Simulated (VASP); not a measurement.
ZrB, 2 atoms in the cell. Symmetry: Fmmm, No. 69, orthorhombic system. Conventional cell: a = 4.477 Å, b = 4.605 Å, c = 4.831 Å, α = 90.00°, β = 90.00°, γ = 90.00°. Zr (site symmetry mmm) has 6 B at 2.24 to 2.42 Å within 3.0 Å. Within 3.0 Å of B (site symmetry mmm) lie 6 Zr at 2.24 to 2.42 Å.  This cell differs from its parent crystal: normal strain along x -0.0467, normal strain along z -0.0733.

- Program: VASP 6.6.1
- Task: single point
- Functional: LDA
- Potentials or basis: VASP PAW LDA potentials, release 64 (Zr_sv, B)
- Cutoff: 520 eV
- k mesh: 16 × 16 × 16
- Occupations: gaussian, width 0.15 eV
- Spin: no spin polarisation
- Dipole correction: no
- Further INCAR settings: ALGO = Normal; EDIFF = 1e-07; NBANDS = 14

Potentials or basis: VASP PAW LDA potentials, release 64 (Zr_sv, B).

Run with:

```sh
$ cat potpaw_LDA.64/Zr_sv/POTCAR potpaw_LDA.64/B/POTCAR > POTCAR
$ mpirun -np 1 vasp_std > vasp.out
```

Hardware: 1 thread of Intel(R) Xeon(R) Platinum 8259CL CPU @ 2.50GHz (Skylake/Cascade Lake), with other jobs on the host.

Q: Estimate the wall time of this run.

A: Run time: 3.7 min on 1 thread of Intel(R) Xeon(R) Platinum 8259CL CPU @ 2.50GHz (Skylake/Cascade Lake), on a shared host, peak memory 0.32 GiB. Counts: scf iterations 13, k points 621.
